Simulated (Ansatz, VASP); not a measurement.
## One calculation of CdTe, two programs

```
CELL_PARAMETERS angstrom
0.00000 3.30917 3.30917
3.30917 0.00000 3.30917
3.30917 3.30917 0.00000
ATOMIC_POSITIONS crystal
Cd 0.00000 0.00000 0.00000
Te 0.75000 0.75000 0.75000
```

Alike in both runs: task single point; functional PBE; k mesh 10 × 10 × 10; occupations gaussian, width 0.02 eV; no spin polarisation.

|  | VASP | Ansatz |
| --- | --- | --- |
| version | VASP 6.6.1 | Ansatz 0.2.0 |
| potentials or method | VASP PAW PBE potentials, release 64 (Cd, Te), cutoff 520 eV | scalar-relativistic, plane waves, PAW |
| valence electrons in the cell | 18 | 36 |

|  | VASP | Ansatz | Ansatz less VASP |
| --- | --- | --- | --- |
| gap on the k mesh at the Fermi level (eV) | 0.58 | 0.59 | +0.003 |
| least direct gap on the mesh (eV) | 0.58 | 0.59 | +0.003 |
| pressure (GPa) | 0.1 | 0.0 | -0.11 |

With one functional, cell and mesh, what is left measures potentials, basis and numerics. VASP's potentials hold 18 valence electrons a cell and Ansatz's 36, so a difference there can come from the potentials and not from the codes.

Spin-orbit coupling is off throughout.
